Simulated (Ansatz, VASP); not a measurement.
**KRe in VASP and in Ansatz**

```
K Re
1.0
     5.49496    0.00000    0.00000
    -2.74748    4.75878    0.00000
     0.00000    0.00000    5.81556
K Re
3 3
Cartesian
  2.7475 0.0000 0.0000
  1.3737 2.3794 0.0000
  -1.3737 2.3794 0.0000
  0.0000 0.0000 0.0000
  0.0000 3.1725 2.9078
  2.7475 1.5863 2.9078
```

Alike in both runs: functional PBE; k mesh 6 × 6 × 4; occupations gaussian, width 0.1 eV; no spin polarisation.

Ansatz relaxed the structure, and its values are those at the end. VASP's run is a single point on that final structure, the one shown.

|  | VASP | Ansatz |
| --- | --- | --- |
| version | VASP 6.6.1 | Ansatz 0.2.0 |
| potentials or method | VASP PAW PBE potentials, release 64 (K_sv, Re), cutoff 520 eV | scalar-relativistic, plane waves, PAW |
| valence electrons in the cell | 48 | 72 |

Ansatz gave:

| Quantity | Value |
| --- | --- |
| gap on the k mesh at the Fermi level (eV) | none |
| pressure (GPa) | 0.0 |

What did VASP give for the same quantities?

gap on the k mesh at the Fermi level (eV): none; pressure (GPa): 0.4.

A gap of «none» marks a metal or a gap that the smearing closes. With one functional, cell and mesh, what is left measures potentials, basis and numerics. VASP's potentials hold 48 valence electrons a cell and Ansatz's 72, so a difference there can come from the potentials and not from the codes.

Neither program's run includes spin-orbit coupling.
